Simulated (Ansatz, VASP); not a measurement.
# One calculation of Ga, two programs

INCAR

```
SYSTEM = Ga
ALGO     = Normal         ! electronic algorithm
EDIFF    = 1E-6           ! SCF threshold, eV
ENCUT    = 520            ! plane-wave cutoff, eV
GGA      = CA             ! functional
ISIF     = 2              ! what is computed and relaxed
ISMEAR   = -1             ! smearing method
LASPH    = .TRUE.         ! aspherical terms in the spheres
LCHARG   = .FALSE.        ! write CHGCAR
LREAL    = .FALSE.        ! projectors in reciprocal space
LWAVE    = .FALSE.        ! write WAVECAR
NBANDS   = 34             ! bands
NELM     = 60             ! most SCF steps
PREC     = Accurate       ! precision mode
SIGMA    = 0.1            ! smearing width, eV
```

The input KPOINTS:

```
k-points
0
G
  14 14 4
  0 0 0
```

Contents of POSCAR:

```
Ga
1.0
    2.9388976435      0.0000000000      0.0000000000
   -1.4694488218      2.5451600184      0.0000000000
    0.0000000000      0.0000000000      9.1795694155
Ga
4
Direct
    0.0000000000      1.0000000000      1.0000000000
    0.0000000000      1.0000000000      0.5000000000
    0.3333333333      0.6666666667      0.2500000000
    0.6666666667      0.3333333333      0.7500000000
```

Input for Ansatz:

```yaml
crystal:
  lattice:
    - [2.9388976435, 0.0, 0.0]
    - [-1.4694488218, 2.5451600184, 0.0]
    - [0.0, 0.0, 9.1795694155]
  atoms:
    - { symbol: Ga, position: [0.0, 1.0, 1.0] }
    - { symbol: Ga, position: [0.0, 1.0, 0.5] }
    - { symbol: Ga, position: [0.3333333333, 0.6666666667, 0.25] }
    - { symbol: Ga, position: [0.6666666667, 0.3333333333, 0.75] }
hamiltonian:
  xc: lda
  pseudopotentials:
    kind: paw
    azcp:
      Ga: "pseudopotentials/Ga.paw.azcp"
basis:
  ecutwfc: 420
  fft_grid_basis: typed
kpoints:
  mp_grid: { grid: [14, 14, 4], shift: [0, 0, 0] }
magnetization:
  spin_polarized: false
scf:
  occupations: { method: fermi_dirac, width: 0.1 }
  lower_state_search: "off"
output:
  stress: true
```

Alike in both runs: task single point; functional LDA; k mesh 14 × 14 × 4; occupations fermi-dirac, width 0.1 eV; no spin polarisation.

|  | VASP | Ansatz |
| --- | --- | --- |
| version | VASP 6.6.1 | Ansatz 0.2.0 |
| potentials or method | VASP PAW LDA potentials, release 64 (Ga_d), cutoff 520 eV | plane waves (420 eV) with PAW, scalar-relativistic |
| valence electrons in the cell | 52 | 52 |

|  | VASP | Ansatz | Ansatz less VASP |
| --- | --- | --- | --- |
| pressure (GPa) | 0.2 | 0.2 | -0.02 |

Ansatz warns that its potentials were made for another functional, while VASP's fit it. LDA's correlation is that of Perdew and Zunger in VASP and of Perdew and Wang (1992) in Ansatz.
